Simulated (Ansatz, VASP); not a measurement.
**MgSc2C2 in VASP and in Ansatz**

```
Mg Sc C
1.0
    -1.66275    2.44391    4.12191
     1.66275   -2.44391    4.12191
     1.66275    2.44391   -4.12191
Mg Sc C
1 2 2
Direct
  0.00000 0.00000 0.00000
  0.30941 0.80941 0.50000
  0.69059 0.19059 0.50000
  0.65119 0.50000 0.15119
  0.34881 0.50000 0.84881
```

Change from the starting cell: species swapped into the Tm2GaNi2 type (Immm, No. 71).

Alike in both runs: functional PBE; k mesh 6 × 6 × 6; occupations gaussian, width 0.1 eV; no spin polarisation.

Ansatz relaxed the structure, and its values are those at the end. VASP's run is a single point on that final structure, the one shown.

|  | VASP | Ansatz |
| --- | --- | --- |
| version | VASP 6.6.1 | Ansatz 0.2.0 |
| potentials or method | VASP PAW PBE potentials, release 64 (Mg, Sc_sv, C), cutoff 520 eV | scalar-relativistic, plane waves, PAW |
| valence electrons in the cell | 32 | 40 |

Ansatz gave:

- gap on the k mesh at the Fermi level (eV): none
- pressure (GPa): 0.1
- rms of the force components (eV/Å): 0.014

**Question.** What did VASP give for the same quantities?

**Answer.** gap on the k mesh at the Fermi level (eV): none; pressure (GPa): 0.3; rms of the force components (eV/Å): 0.045.

A gap of «none» marks a metal or a gap that the smearing closes. VASP's potentials hold 32 valence electrons a cell and Ansatz's 40, so a difference there can come from the potentials and not from the codes.

The k mesh is coarse, so the values compare programs but aren't converged.
